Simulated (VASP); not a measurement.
# MoS2 (P6_3/mmc) in VASP: further runs

MoS2 is run at these levels: PBEsol, revPBE+D4; tasks: single point, relaxation of shape and atoms at fixed volume.

Everything below comes from runs of VASP 6.6.1. Logs are shortened: lines on timing, memory, paths and dates and some standing lists are left out, and cuts for length are marked.

### 1 The cell of the first run

It takes space group P6_3/mmc (No. 194, hexagonal). The conventional cell has a = 3.146 Å, b = 3.146 Å, c = 13.097 Å, α = 90.00°, β = 90.00°, γ = 120.00°. Mo (site symmetry -6m2) has 6 S at 2.39 Å and 6 Mo at 3.15 Å within 3.2 Å. Within 3.2 Å of S (site symmetry 3m) lie 3 Mo at 2.39 Å and 7 S at 3.12 to 3.15 Å.

### 2 Single point, PBEsol, collinear spin, ferromagnetic start (volume scaled by 1.04)

Contents of INCAR:

```
PREC = Accurate
ENCUT = 500
EDIFF = 1E-6
ISMEAR = 0
SIGMA = 0.05
LREAL = F
LASPH = T
NELM = 200
ALGO = Normal
ISIF = 2
LWAVE = F
LCHARG = F
ISPIN = 2
MAGMOM = 0.05 0.05 0 0 0 0
LORBIT = 11
LMAXMIX = 4
GGA = PS
NBANDS = 39
GGA_COMPAT = F
```

Contents of KPOINTS:

```
Automatic mesh
0
Gamma
  8 8 2
```

Contents of POSCAR:

```
MoS2
1.0
    3.1459548001      0.0000000000      0.0000000000
   -1.5729774001      2.7244767760      0.0000000000
    0.0000000000      0.0000000000     13.0969285568
Mo S
2 4
Direct
    0.3333333333      0.6666666667      0.2500000000
    0.6666666667      0.3333333333      0.7500000000
    0.3333333333      0.6666666667      0.6310292992
    0.6666666667      0.3333333333      0.1310292992
    0.3333333333      0.6666666667      0.8689707008
    0.6666666667      0.3333333333      0.3689707008
```

Potentials or basis: VASP PAW PBE potentials, release 64 (Mo_sv, S).

On the command line:

```sh
> cat potpaw_PBE.64/Mo_sv/POTCAR potpaw_PBE.64/S/POTCAR > POTCAR
> mpirun -np 1 vasp_std > vasp.out
```

OUTCAR:

```text
PREC = Accurate
   ENCUT = 500
   EDIFF = 1E-6
   ISMEAR = 0
   LREAL = F
   LASPH = T
   NELM = 200
   ISIF = 2
   ISPIN = 2
   LORBIT = 11
   GGA = PS

 ion  position               nearest neighbor table
   1  0.333  0.667  0.250-   4 2.39   6 2.39   4 2.39   6 2.39   4 2.39   6 2.39
   2  0.667  0.333  0.750-   3 2.39   5 2.39   3 2.39   5 2.39   3 2.39   5 2.39
   3  0.333  0.667  0.631-   2 2.39   2 2.39   2 2.39
   4  0.667  0.333  0.131-   1 2.39   1 2.39   1 2.39
   5  0.333  0.667  0.869-   2 2.39   2 2.39   2 2.39
   6  0.667  0.333  0.369-   1 2.39   1 2.39   1 2.39

  LATTYP: Found a hexagonal cell.
 ALAT       =     3.1459548001
 C/A-ratio  =     4.1631013123

  Lattice vectors:

 A1 = (   3.1459548001,   0.0000000000,   0.0000000000)
 A2 = (  -1.5729774001,   2.7244767760,   0.0000000000)
 A3 = (   0.0000000000,   0.0000000000,  13.0969285568)

Analysis of symmetry for initial positions (statically):
=====================================================================
 Subroutine PRICEL returns:
 Original cell was already a primitive cell.

 Routine SETGRP: Setting up the symmetry group for a
 hexagonal supercell.

 Subroutine GETGRP returns: Found 24 space group operations
 (whereof 12 operations were pure point group operations)
 out of a pool of 24 trial point group operations.

The static configuration has the point symmetry D_3d.
 The point group associated with its full space group is D_6h.

Analysis of symmetry for dynamics (positions and initial velocities):
=====================================================================
 Subroutine PRICEL returns:
 Original cell was already a primitive cell.

 Routine SETGRP: Setting up the symmetry group for a
 hexagonal supercell.

 Subroutine GETGRP returns: Found 24 space group operations
 (whereof 12 operations were pure point group operations)
 out of a pool of 24 trial point group operations.

The dynamic configuration has the point symmetry D_3d.
 The point group associated with its full space group is D_6h.

Analysis of structural, dynamic, and magnetic symmetry:
=====================================================================
 Subroutine PRICEL returns:
 Original cell was already a primitive cell.

 Routine SETGRP: Setting up the symmetry group for a
 hexagonal supercell.

 Subroutine GETGRP returns: Found 24 space group operations
 (whereof 12 operations were pure point group operations)
 out of a pool of 24 trial point group operations.

The overall configuration has the point symmetry D_3d.
 The point group associated with its full space group is D_6h.

 Subroutine INISYM returns: Found 24 space group operations
 (whereof 12 operations are pure point group operations),
 and found     1 'primitive' translations

----------------------------------------------------------------------------------------

                                     Primitive cell

  volume of cell :     112.2548

  direct lattice vectors                    reciprocal lattice vectors
     3.145954800  0.000000000  0.000000000     0.317868521  0.183521476  0.000000000
    -1.572977400  2.724476776  0.000000000     0.000000000  0.367042953  0.000000000
     0.000000000  0.000000000 13.096928557     0.000000000  0.000000000  0.076353780

  length of vectors
     3.145954800  3.145954800 13.096928557     0.367042953  0.367042953  0.076353780

  position of ions in fractional coordinates (direct lattice)
     0.333333333  0.666666667  0.250000000
     0.666666667  0.333333333  0.750000000
     0.333333333  0.666666667  0.631029299
     0.666666667  0.333333333  0.131029299
     0.333333333  0.666666667  0.868970701
     0.666666667  0.333333333  0.368970701

  ion indices of the primitive-cell ions
   primitive index   ion index
                 1           1
                 2           2
                 3           3
                 4           4
[... 30 lines left out ...]
            Coordinates               Weight
  0.000000  0.000000  0.000000      1.000000
  0.125000  0.000000  0.000000      6.000000
  0.250000  0.000000  0.000000      6.000000
  0.375000 -0.000000  0.000000      6.000000
  0.500000  0.000000  0.000000      3.000000
  0.125000  0.125000  0.000000      6.000000
[... 12 lines left out ...]
  0.250000  0.250000  0.500000      6.000000
  0.375000  0.250000  0.500000      6.000000
   k-points           NKPTS =     20   k-points in BZ     NKDIM =     20   number of bands    NBANDS=     39
   number of dos      NEDOS =    301   number of ions     NIONS =      6
   total plane-waves  NPLWV =  55296
   dimension x,y,z NGX =    24 NGY =   24 NGZ =   96
   dimension x,y,z NGXF=    48 NGYF=   48 NGZF=  192
   ions per type =               2   4
   NGX,Y,Z   is equivalent  to a cutoff of  12.68, 12.68, 12.19 a.u.
   NGXF,Y,Z  is equivalent  to a cutoff of  25.37, 25.37, 24.37 a.u.
 SYSTEM =  unknown system
   PREC   = accura    normal or accurate (medium, high low for compatibility)
   ISTART =      0    job   : 0-new  1-cont  2-samecut
   ICHARG =      2    charge: 1-file 2-atom 10-const
   ISPIN  =      2    spin polarized calculation?
   LNONCOLLINEAR =      F non collinear calculations
   LSORBIT =      F    spin-orbit coupling
   LASPH  =      T    aspherical Exc in radial PAW
   ENCUT  =  500.0 eV  36.75 Ry    6.06 a.u.   5.74  5.74 23.88*2*pi/ulx,y,z
   NELM   =    200;   NELMIN=  2; NELMDL= -5     # of ELM steps
   EDIFF  = 0.1E-05   stopping-criterion for ELM
   LREAL  =      F    real-space projection
   EDIFFG = 0.1E-04   stopping-criterion for IOM
   NSW    =      0    number of steps for IOM
   IBRION =     -1    ionic relax: 0-MD 1-quasi-New 2-CG
   NFREE  =      0    steps in history (QN), initial steepest desc. (CG)
   ISIF   =      2    stress and relaxation
   ISYM   =      2    0-nonsym 1-usesym 2-fastsym
   POTIM  = 0.5000    time-step for ionic-motion
   TEBEG  =    0.0;   TEEND  =   0.0 temperature during run
   PSTRESS=    0.0 pullay stress
   NELECT =      52.0000    total number of electrons
   NUPDOWN=      -1.0000    fix difference up-down
   EMIN   =  10.00;   EMAX   =-10.00  energy-range for DOS
   EFERMI =   0.00;   METHOD = LEGACY
   ISMEAR =     0;   SIGMA  =   0.05  broadening in eV -4-tet -1-fermi 0-gaus
   EFERMI_NEDOS =   21; number of points for ismear=-14 and -15
   IALGO  =     38    algorithm
   IMIX   =      4    mixing-type and parameters
     AMIX     =   0.40;   BMIX     =  1.00
     AMIX_MAG =   1.60;   BMIX_MAG =  1.00
  volume/ion in A,a.u.               =      18.71       126.26
  Fermi-wavevector in a.u.,A,eV,Ry     =   1.266701  2.393719 21.830990  1.604533
  Thomas-Fermi vector in A             =   2.399888
   LORBIT       =     11    0 simple, 1 ext, 2 COOP (PROOUT), +10 PAW based schemes
   GGA     = PS    functional components
   LHFCALC =     F    Hartree Fock is set to
   AEXX    =    0.0000 exact exchange contribution
   IVDW    =     0    specifies the selected vdW correction
   LEPSILON=     F    determine dielectric tensor
   LRPA    =     F    only Hartree local field effects (RPA)
 spin polarized calculation
 Gauss-broadening in eV      SIGMA  =   0.05
  energy-cutoff  :      500.00
  volume of cell :      112.25
 maximum number of plane-waves:      2884
 NGX is ok and might be reduce to    24
   NGX = 11   NGY = 11   NGZ = 47

 number of electron      51.9999990 magnetization       0.0000471

 Free energy of the ion-electron system (eV)
  ---------------------------------------------------
  ext. energy  EPLUGINS =         0.00000000
  ---------------------------------------------------
  free energy    TOTEN  =       -46.89696927 eV

  energy without entropy =      -46.89696927  energy(sigma->0) =      -46.89696927

 E-fermi :   6.8102     XC(G=0): -10.6121

 val. band max:        6.5894806692   @ k =   0.0000   0.0000   0.0000
 cond. band min:       7.8903724308   @ k =   0.2500   0.1250   0.0000
 fundamental gap:      1.3008917615
 Fermi energy:         6.8102465722

 spin component 1

 k-point     1 :       0.0000    0.0000    0.0000
  band No.  band energies     occupation
      1     -54.5638      1.00000
      2     -54.5638      1.00000
      3     -28.7718      1.00000
      4     -28.7718      1.00000
      5     -28.5145      1.00000
      6     -28.5145      1.00000
[... 809 lines left out ...]
     37      14.4077      0.00000
     38      14.4077      0.00000
 Fermi energy:         6.8102465722

 spin component 2

 k-point     1 :       0.0000    0.0000    0.0000
  band No.  band energies     occupation
      1     -54.5638      1.00000
      2     -54.5638      1.00000
      3     -28.7718      1.00000
      4     -28.7718      1.00000
      5     -28.5145      1.00000
      6     -28.5145      1.00000
[... 809 lines left out ...]
     37      14.4077      0.00000
     38      14.4077      0.00000
 [bands above 38 left out]

------------------------ aborting loop because EDIFF is reached ----------------------------------------

  FORCE on cell =-STRESS in cart. coord.  units (eV):
  Direction    XX          YY          ZZ          XY          YZ          ZX
  --------------------------------------------------------------------------------------
  -------------------------------------------------------------------------------------
  Total       -0.3435677     -0.3435677     -0.3480338      0.0000000      0.0000000      0.0000000
  in kB       -4.9036313     -4.9036313     -4.9673748      0.0000000      0.0000000      0.0000000
  external PRESSURE =      -4.9248791 kB  Pullay stress =       0.0000000 kB

 VOLUME and BASIS-vectors are now :
 -----------------------------------------------------------------------------
  energy-cutoff  :      500.00
  volume of cell :      112.25
      direct lattice vectors                 reciprocal lattice vectors
     3.145954800  0.000000000  0.000000000     0.317868521  0.183521476  0.000000000
    -1.572977400  2.724476776  0.000000000     0.000000000  0.367042953  0.000000000
     0.000000000  0.000000000 13.096928557     0.000000000  0.000000000  0.076353780

 POSITION                                       TOTAL-FORCE (eV/Angst)
 -----------------------------------------------------------------------------------
     -0.00000      1.81632      3.27423         0.000000     -0.000000     -0.000000
      1.57298      0.90816      9.82270        -0.000000      0.000000     -0.000000
     -0.00000      1.81632      8.26455        -0.000000      0.000000     -0.000973
      1.57298      0.90816      1.71608        -0.000000     -0.000000     -0.000973
     -0.00000      1.81632     11.38085         0.000000      0.000000      0.000973
      1.57298      0.90816      4.83238        -0.000000     -0.000000      0.000973
 -----------------------------------------------------------------------------------
    total drift:                               -0.000000      0.000000     -0.000000

  FREE ENERGIE OF THE ION-ELECTRON SYSTEM (eV)
  ---------------------------------------------------
  free  energy   TOTEN  =       -46.8969692739 eV

  energy  without entropy=      -46.8969692739  energy(sigma->0) =      -46.89696927

 total charge

# of ion       s       p       d       tot
------------------------------------------
    1        2.299   6.230   3.988  12.517
    2        2.299   6.230   3.988  12.517
    3        1.357   2.326   0.000   3.684
    4        1.357   2.326   0.000   3.684
    5        1.357   2.326   0.000   3.684
    6        1.357   2.326   0.000   3.684
--------------------------------------------------
tot         10.028  21.764   7.976  39.767

 magnetization (x)

# of ion       s       p       d       tot
------------------------------------------
    1        0.000   0.000  -0.000  -0.000
    2        0.000   0.000  -0.000  -0.000
    3       -0.000  -0.000   0.000  -0.000
    4       -0.000  -0.000   0.000  -0.000
    5       -0.000  -0.000   0.000  -0.000
    6       -0.000  -0.000   0.000  -0.000
--------------------------------------------------
tot         -0.000  -0.000  -0.000  -0.000
```

Wall time 99 s (1 thread of Intel Xeon Platinum 8559C (Emerald Rapids), shared host); peak memory 0.32 GiB.

Results:

```yaml
Free_energy: -46.8970 eV
Pressure: -0.5 GPa
Band_gap_on_the_k_mesh: 1.30 eV, indirect (least direct gap 2.05 eV)
Net_moment: 0.00 μB per cell
Valence_electrons_inside_the_program's_atomic_spheres: Mo 12.52; S 3.68
```

Levels at points of the mesh, in eV from the valence-band top:
Spin up:
| k point | band 24 | band 25 | band 26 | band 27 | band 28 | band 29 |
| --- | --- | --- | --- | --- | --- | --- |
| (0.00, 0.00, 0.00) | -1.45 | -0.92 | 0.00 | 2.43 | 2.43 | 2.44 |
| (0.50, 0.00, 0.00) | -1.30 | -1.14 | -1.10 | 1.93 | 1.95 | 2.35 |
| (0.00, 0.00, 0.50) | -1.92 | -0.28 | -0.28 | 2.43 | 2.43 | 2.43 |
| (0.50, 0.00, 0.50) | -1.35 | -1.12 | -1.12 | 1.94 | 1.94 | 2.45 |
Spin down:
```csv
k point,band 22,band 23,band 24,band 25,band 26,band 27,band 28,band 29,band 30,band 31
"(0.00, 0.00, 0.00)",-1.91,-1.91,-1.45,-0.92,0.00,2.43,2.43,2.44,2.44,2.67
"(0.50, 0.00, 0.00)",-2.33,-1.39,-1.30,-1.14,-1.10,1.93,1.95,2.35,2.54,3.21
"(0.00, 0.00, 0.50)",-1.92,-1.92,-1.92,-0.28,-0.28,2.43,2.43,2.43,2.43,2.71
"(0.50, 0.00, 0.50)",-2.39,-1.35,-1.35,-1.12,-1.12,1.94,1.94,2.45,2.45,3.48
```

Caveat: the cell differs from its parent crystal (volume scaled by 1.04); the PAW data sets were made with another functional, which shifts forces and pressure a little; this functional lacks dispersion, which binds the layers, so the pressure and a relaxed spacing across them are unreliable.

### 3 Relaxation of shape and atoms at fixed volume, revPBE+D4, collinear spin, ferromagnetic start

This run uses another cell than the first one, of 16.79 Å³/atom, 0.898 times its volume.

Contents of INCAR:

```
SYSTEM = MoS2
ALGO = Normal ; EDIFF = 1E-7
EDIFFG = -0.01 ; ENCUT = 500
GGA = RE ; GGA_COMPAT = .False.
IBRION = 2 ; ISIF = 4
ISMEAR = 0 ; ISPIN = 2
IVDW = 13 ; LASPH = .True.
LCHARG = .False. ; LMAXMIX = 4
LORBIT = 11 ; LREAL = .False.
LWAVE = .False. ; MAGMOM = 0.05 0.05 0 0 0 0
NELM = 200 ; NELMIN = 4
NSW = 60 ; PREC = Accurate
SIGMA = 0.05
```

Contents of KPOINTS:

```
k-points
0
Gamma
  8 8 2
  0 0 0
```

Contents of POSCAR:

```
MoS2
1.0
    3.1425227753      0.0000000000      0.0000000000
   -1.5712613876      2.7215045554      0.0000000000
    0.0000000000      0.0000000000     11.7824942358
Mo S
2 4
Direct
    0.3333333333      0.6666666667      0.2500000000
    0.6666666667      0.3333333333      0.7500000000
    0.3333333333      0.6666666667      0.6164817368
    0.6666666667      0.3333333333      0.1164817368
    0.3333333333      0.6666666667      0.8835182632
    0.6666666667      0.3333333333      0.3835182632
```

Potentials or basis: VASP PAW PBE potentials, release 64 (Mo_sv, S).

On the command line:

```sh
> cat potpaw_PBE.64/Mo_sv/POTCAR potpaw_PBE.64/S/POTCAR > POTCAR
> mpirun -np 1 vasp_std > vasp.out
```

Run time: 3.9 min. Hardware: 1 thread of Intel Xeon 6975P-C (Granite Rapids), shared host; peak memory 0.3 GiB.

Results (log left out):

* Free energy: -46.1394 eV
* Energy gained by relaxing: 0.7 meV/atom
* Ionic steps: 6
* Pressure after relaxing: -0.1 GPa
* Band gap on the k mesh: 0.80 eV, indirect (least direct gap 1.99 eV)
* Net moment: 0.00 μB per cell
* Valence electrons inside the program's atomic spheres: Mo 12.50; S 3.72
* Dispersion energy per atom: -0.830 eV

Step by step:
```
step  energy change (eV)  largest force (eV/Å)  pressure (GPa)  volume (Å³)
   1              0.0000                0.2049           -1.30       100.77
   2             -0.0030                0.0182           -0.29       100.77
   3             -0.0032                0.0257           -0.48       100.77
   4             -0.0032                0.0175           -0.45       100.77
   5             -0.0042                0.0070           -0.23       100.77
   6             -0.0044                0.0005           -0.07       100.77
```

Final structure:
```
Mo S
1.0
     3.13722    0.00000    0.00000
    -1.56861    2.71692    0.00000
     0.00000    0.00000   11.82233
Mo S
2 4
Direct
  0.33333 0.66667 0.25000
  0.66667 0.33333 0.75000
  0.33333 0.66667 0.61758
  0.66667 0.33333 0.11758
  0.33333 0.66667 0.88242
  0.66667 0.33333 0.38242
```

Levels at points of the mesh, in eV from the valence-band top:
Spin up:
| k point | band 22 | band 23 | band 24 | band 25 | band 26 | band 27 | band 28 | band 29 | band 30 | band 31 |
| --- | --- | --- | --- | --- | --- | --- | --- | --- | --- | --- |
| (0.00, 0.00, 0.00) | -2.22 | -2.22 | -1.39 | -0.99 | 0.00 | 2.02 | 2.02 | 2.07 | 2.07 | 2.13 |
| (0.50, 0.00, 0.00) | -2.63 | -1.90 | -1.61 | -1.56 | -1.41 | 1.57 | 1.64 | 1.94 | 2.30 | 2.77 |
| (0.00, 0.00, 0.50) | -2.26 | -2.26 | -2.26 | -0.25 | -0.25 | 2.02 | 2.02 | 2.02 | 2.02 | 2.30 |
| (0.50, 0.00, 0.50) | -2.86 | -1.73 | -1.73 | -1.49 | -1.49 | 1.60 | 1.60 | 2.14 | 2.14 | 3.20 |
Spin down:
```tsv
k point	band 23	band 24	band 25	band 26	band 27	band 28	band 29	band 30
(0.00, 0.00, 0.00)	-2.22	-1.39	-0.99	0.00	2.02	2.02	2.07	2.07
(0.50, 0.00, 0.00)	-1.90	-1.61	-1.56	-1.41	1.57	1.64	1.94	2.30
(0.00, 0.00, 0.50)	-2.26	-2.26	-0.25	-0.25	2.02	2.02	2.02	2.02
(0.50, 0.00, 0.50)	-1.73	-1.73	-1.49	-1.49	1.60	1.60	2.14	2.14
```

Caveat: the PAW data sets were made with another functional, which shifts forces and pressure a little. A hybrid or GW would open this gap; revPBE tends to underestimate it.
